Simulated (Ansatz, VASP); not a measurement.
GdO in VASP and in Ansatz

```xyz
2
Lattice="0.0000 2.7163 2.7163 2.7163 0.0000 2.7163 2.7163 2.7163 0.0000" Properties=species:S:1:pos:R:3 pbc="T T T"
Gd    0.0000    0.0000    0.0000
O     1.3582    1.3582    1.3582
```

Alike in both runs: task single point; functional PBE; k mesh 10 × 10 × 10; occupations gaussian, width 0.05 eV; collinear spin; Hubbard terms Gd f U = 6.0 eV.

```csv
,VASP,Ansatz
version,VASP 6.6.1,Ansatz 0.2.0
potentials or method,"VASP PAW PBE potentials, release 64 (Gd, O), cutoff 520 eV","scalar-relativistic, plane waves, PAW"
valence electrons in the cell,24,24
```

```csv
,VASP,Ansatz,Ansatz less VASP
gap on the k mesh at the Fermi level (eV),none,none,-
pressure (GPa),-1.9,-1.9,-0.06
net moment per atom (μB),3.96,3.96,-0.002
size of the moment on the site where the two differ most (μB),7.07,7.02,-0.043
```

Site moments also hang on the region over which each program counts them. The programs project onto different local orbitals, so the same U acts differently, and such runs can settle in different states. A gap of «none» marks a metal or a gap that the smearing closes. Ansatz's warnings: filled band counts differ across k points.

Neither program's run includes spin-orbit coupling.
